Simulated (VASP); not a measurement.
# BP (F-43m) in VASP: further runs, part 2 of 2

VASP 6.6.1. The steps go on from the part before.

### Step 3. Single point, r2SCANh

POSCAR reads:

```
BP
1.0
    0.0000000000      2.2690000000      2.2690000000
    2.2690000000      0.0000000000      2.2690000000
    2.2690000000      2.2690000000      0.0000000000
P B
1 1
Direct
    0.7500000000      0.7500000000      0.7500000000
    0.0000000000      0.0000000000      0.0000000000
```

INCAR.step1 reads:

```
SYSTEM = BP
ALGO     = Normal         ! electronic algorithm
EDIFF    = 1E-5           ! SCF threshold, eV
ENCUT    = 520            ! plane-wave cutoff, eV
GGA      = PE             ! functional
ISIF     = 2              ! what is computed and relaxed
ISMEAR   = -1             ! smearing method
LASPH    = .True.         ! aspherical terms in the spheres
LCHARG   = .False.        ! write CHGCAR
LREAL    = .False.        ! projectors in reciprocal space
LWAVE    = .True.         ! write WAVECAR
NBANDS   = 11             ! bands
NELM     = 60             ! most SCF steps
PREC     = Accurate       ! precision mode
SIGMA    = 0.05           ! smearing width, eV
```

INCAR.step2 reads:

```
SYSTEM = BP
AEXX     = 0.1            ! exact-exchange fraction
ALGO     = Normal         ! electronic algorithm
EDIFF    = 1E-6           ! SCF threshold, eV
ENCUT    = 520            ! plane-wave cutoff, eV
ISIF     = 2              ! what is computed and relaxed
ISMEAR   = -1             ! smearing method
ISTART   = 1            
LASPH    = .True.         ! aspherical terms in the spheres
LCHARG   = .False.        ! write CHGCAR
LHFCALC  = .True.         ! exact exchange
LMIXTAU  = .True.       
LREAL    = .False.        ! projectors in reciprocal space
LWAVE    = .False.        ! write WAVECAR
METAGGA  = R2SCAN         ! meta-GGA
NBANDS   = 11             ! bands
NELM     = 60             ! most SCF steps
PREC     = Accurate       ! precision mode
PRECFOCK = Normal       
SIGMA    = 0.05           ! smearing width, eV
```

KPOINTS reads:

```
k-points
0
Gamma
  5 5 5
  0 0 0
```

Potentials or basis: VASP PAW PBE potentials, release 64 (P, B).

On the command line:

```sh
$ cat potpaw_PBE.64/P/POTCAR potpaw_PBE.64/B/POTCAR > POTCAR
$ cp INCAR.step1 INCAR
$ mpirun -np 1 vasp_std > vasp.out
$ cp INCAR.step2 INCAR
$ mpirun -np 1 vasp_std > vasp.out
```

OUTCAR:

```text
SYSTEM = BP
   AEXX = 0.1
   EDIFF = 1E-6
   ENCUT = 520
   ISIF = 2
   ISMEAR = -1
   ISTART = 1
   LASPH = .True.
   LHFCALC = .True.
   LREAL = .False.
   METAGGA = R2SCAN
   NELM = 60
   PREC = Accurate
   PRECFOCK = Normal

 ion  position               nearest neighbor table
   1  0.750  0.750  0.750-   2 1.97   2 1.97   2 1.97   2 1.97
   2  0.000  0.000  0.000-   1 1.97   1 1.97   1 1.97   1 1.97

  LATTYP: Found a face centered cubic cell.
 ALAT       =     4.5380000000

  Lattice vectors:

[... 318 lines left out ...]

  FORCE on cell =-STRESS in cart. coord.  units (eV):
  Direction    XX          YY          ZZ          XY          YZ          ZX
  --------------------------------------------------------------------------------------
  -------------------------------------------------------------------------------------
  Total       -0.1825109     -0.1825109     -0.1825109      0.0000000      0.0000000     -0.0000000
  in kB      -12.5160089    -12.5160089    -12.5160089      0.0000000      0.0000000     -0.0000000
  external PRESSURE =     -12.5160089 kB  Pullay stress =       0.0000000 kB

 VOLUME and BASIS-vectors are now :
 -----------------------------------------------------------------------------
  energy-cutoff  :      520.00
  volume of cell :       23.36
      direct lattice vectors                 reciprocal lattice vectors
     0.000000000  2.269000000  2.269000000    -0.220361393  0.220361393  0.220361393
     2.269000000  0.000000000  2.269000000     0.220361393 -0.220361393  0.220361393
     2.269000000  2.269000000  0.000000000     0.220361393  0.220361393 -0.220361393

 POSITION                                       TOTAL-FORCE (eV/Angst)
 -----------------------------------------------------------------------------------
      3.40350      3.40350      3.40350         0.000000      0.000000      0.000000
      0.00000      0.00000      0.00000        -0.000000     -0.000000     -0.000000
 -----------------------------------------------------------------------------------
    total drift:                               -0.000000     -0.000000     -0.000000

  FREE ENERGIE OF THE ION-ELECTRON SYSTEM (eV)
  ---------------------------------------------------
  free  energy   TOTEN  =       -17.9425908981 eV

  energy  without entropy=      -17.9425908977  energy(sigma->0) =      -17.94259090
```

OSZICAR.step1:

```text
N       E                     dE             d eps       ncg     rms          rms(c)
DAV:   1     0.938442236064E+01    0.93844E+01   -0.40590E+03   220   0.668E+02
DAV:   2    -0.130608348296E+02   -0.22445E+02   -0.21837E+02   312   0.111E+02
DAV:   3    -0.135977180371E+02   -0.53688E+00   -0.53601E+00   273   0.148E+01
DAV:   4    -0.135997203775E+02   -0.20023E-02   -0.20022E-02   261   0.109E+00
DAV:   5    -0.135997316034E+02   -0.11226E-04   -0.11226E-04   271   0.758E-02    0.722E+00
DAV:   6    -0.129790649285E+02    0.62067E+00   -0.14305E+00   244   0.514E+00    0.389E+00
DAV:   7    -0.128854358845E+02    0.93629E-01   -0.23337E-01   266   0.241E+00    0.134E+00
DAV:   8    -0.128773760769E+02    0.80598E-02   -0.27669E-02   261   0.953E-01    0.202E-01
DAV:   9    -0.128777252853E+02   -0.34921E-03   -0.72077E-04   253   0.182E-01    0.131E-01
DAV:  10    -0.128779478474E+02   -0.22256E-03   -0.26883E-04   252   0.104E-01    0.287E-02
DAV:  11    -0.128779600378E+02   -0.12190E-04   -0.13693E-05   272   0.241E-02    0.357E-02
DAV:  12    -0.128779610182E+02   -0.98032E-06   -0.48635E-06   122   0.109E-02
   1 F= -.12877961E+02 E0= -.12877961E+02  d E =-.404652E-06
```

Run time: 1.9 min. Hardware: 1 thread of Intel Xeon Platinum 8259CL at 2.50GHz (Skylake/Cascade Lake), shared host; peak memory 0.14 GiB.

Results:

```
Free energy            : -17.9426 eV
Pressure               : -1.3 GPa
Band gap on the k mesh : 1.99 eV, indirect (least direct gap 4.25 eV)
```

Caveat: the k points lie up to 0.48 Å⁻¹ apart; the PAW data sets were made with another functional, which shifts forces and pressure a little.

### Step 4. Relaxation of cell and atoms, PBE+D3(BJ)

INCAR reads:

```
ALGO = Normal
EDIFF = 1E-7
EDIFFG = -0.01
ENCUT = 600
GGA = PE
IBRION = 2
ISIF = 3
ISMEAR = -1
IVDW = 12
LASPH = T
LCHARG = F
LREAL = F
LWAVE = F
NELM = 80
NSW = 60
PREC = Accurate
SIGMA = 0.05
```

KPOINTS reads:

```
k-points
0
Gamma
  10 10 10
```

POSCAR is that of step 3.

On the command line:

```sh
$ cat potpaw_PBE.64/P/POTCAR potpaw_PBE.64/B/POTCAR > POTCAR
$ mpirun -np 1 vasp_std > vasp.out
```

Wall time 14 s (1 thread of Intel Xeon 6975P-C (Granite Rapids), shared host); peak memory 0.16 GiB.

Results (log left out):

| Property | Result |
| --- | --- |
| Free energy | -13.5846 eV |
| Relaxed volume | 11.43 Å³/atom |
| Relaxed cell | a = 3.186 Å, b = 3.186 Å, c = 3.186 Å, α = 60.00°, β = 60.00°, γ = 60.00° |
| Space group after relaxing (to 0.05 Å) | F-43m (No. 216) |
| Energy gained by relaxing | 2.8 meV/atom |
| Ionic steps | 3 |
| Pressure after relaxing | 0.0 GPa |
| Band gap on the k mesh | 1.21 eV, indirect (least direct gap 3.43 eV) |
| Dispersion energy per atom | -0.331 eV |

The path:
| step | energy change (eV) | largest force (eV/Å) | pressure (GPa) | volume (Å³) |
| --- | --- | --- | --- | --- |
| 1 | 0.0000 | 0.0000 | -3.55 | 23.36 |
| 2 | -0.0025 | 0.0000 | 2.81 | 22.50 |
| 3 | -0.0057 | 0.0000 | 0.00 | 22.86 |

Final structure:
```cif
data_structure
_symmetry_space_group_name_H-M 'P 1'
_symmetry_Int_Tables_number 1
_cell_length_a 3.1857
_cell_length_b 3.1857
_cell_length_c 3.1857
_cell_angle_alpha 60.000
_cell_angle_beta 60.000
_cell_angle_gamma 60.000
_cell_volume 22.86
loop_
_atom_site_label
_atom_site_type_symbol
_atom_site_fract_x
_atom_site_fract_y
_atom_site_fract_z
_atom_site_occupancy
P1 P 0.75000 0.75000 0.75000 1
B1 B 0.00000 0.00000 0.00000 1
```

Levels at points of the mesh, in eV from the valence-band top:
```tsv
k point	band 2	band 3	band 4	band 5	band 6	band 7
(0.00, 0.00, 0.00)	0.00	0.00	0.00	3.43	3.43	3.43
(0.50, 0.00, 0.00)	-9.19	-1.78	-1.78	3.91	4.73	4.73
(0.50, 0.50, 0.00)	-8.70	-4.19	-4.19	1.29	1.64	12.33
```

A k mesh can miss the band edges. A hybrid or GW would open this gap; PBE tends to underestimate it.

### Step 5. Relaxation of cell and atoms, PBE+D4

INCAR reads:

```
SYSTEM = BP
ALGO = Normal
EDIFF = 1E-6
EDIFFG = -0.01
ENCUT = 600
GGA = PE
IBRION = 2
ISIF = 3
ISMEAR = -1
IVDW = 13
LASPH = .True.
LCHARG = .False.
LREAL = .False.
LWAVE = .False.
NELM = 100
NSW = 60
PREC = Accurate
SIGMA = 0.05
```

KPOINTS reads:

```
k-points
0
Gamma
  10 10 10
  0 0 0
```

POSCAR is that of step 4.

On the command line:

```sh
$ cat potpaw_PBE.64/P/POTCAR potpaw_PBE.64/B/POTCAR > POTCAR
$ mpirun -np 1 vasp_std > vasp.out
```

It took 13 s on 1 thread of Intel Xeon 6975P-C (Granite Rapids), shared host; peak memory 0.16 GiB.

The run converged. Its results:

```yaml
Free_energy: -13.6460 eV
Relaxed_volume: 11.40 Å³/atom
Relaxed_cell: a = 3.183 Å, b = 3.183 Å, c = 3.183 Å, α = 60.00°, β = 60.00°, γ = 60.00°
Space_group_after_relaxing_to_0.05_Å: F-43m (No. 216)
Energy_gained_by_relaxing: 3.5 meV/atom
Ionic_steps: 3
Pressure_after_relaxing: 0.0 GPa
Band_gap_on_the_k_mesh: 1.21 eV, indirect (least direct gap 3.44 eV)
Dispersion_energy_per_atom: -0.362 eV
```

Step by step:
| step | energy change (eV) | largest force (eV/Å) | pressure (GPa) | volume (Å³) |
| --- | --- | --- | --- | --- |
| 1 | 0.0000 | 0.0000 | -3.91 | 23.36 |
| 2 | -0.0031 | 0.0000 | 3.11 | 22.41 |
| 3 | -0.0069 | 0.0000 | 0.01 | 22.81 |

Final structure:
```xyz
2
Lattice="0.0000 2.2509 2.2509 2.2509 0.0000 2.2509 2.2509 2.2509 0.0000" Properties=species:S:1:pos:R:3 pbc="T T T"
P     3.3764    3.3764    3.3764
B     0.0000    0.0000    0.0000
```

Levels at points of the mesh, in eV from the valence-band top:
```csv
k point,band 1,band 2,band 3,band 4,band 5,band 6,band 7,band 8
"(0.00, 0.00, 0.00)",-15.68,0.00,0.00,0.00,3.44,3.44,3.44,7.74
"(0.50, 0.00, 0.00)",-12.26,-9.21,-1.79,-1.79,3.93,4.73,4.73,10.21
"(0.50, 0.50, 0.00)",-10.69,-8.71,-4.20,-4.20,1.28,1.64,12.35,12.35
```

### Step 6. The runs side by side

| task | level | cell | k mesh | cutoff (eV) | grid for exact exchange (PRECFOCK) | gap on the mesh (eV) | pressure (GPa) | relaxed volume (Å³/atom) |
| --- | --- | --- | --- | --- | --- | --- | --- | --- |
| single point | r2SCAN0 | as given | 5 × 5 × 5 | 520 | Normal | 2.82 | -2.6 | - |
| single point | r2SCANh | as given | 5 × 5 × 5 | 520 | Normal | 1.99 | -1.3 | - |
| relaxation of cell and atoms | PBE+D3(BJ) | relaxed | 10 × 10 × 10 | 600 | - | 1.21 | 0.0 | 11.43 |
| relaxation of cell and atoms | PBE+D4 | relaxed | 10 × 10 × 10 | 600 | - | 1.21 | 0.0 | 11.40 |

Alike in all rows: potentials or basis VASP PAW PBE potentials, release 64 (P, B); no spin polarisation; smearing fermi-dirac 0.05 eV.

Caveats: some runs use coarse meshes; the PAW data sets were made with another functional, which shifts forces and pressure a little (some runs).

Absolute energies hang on the potentials; compare differences alone.
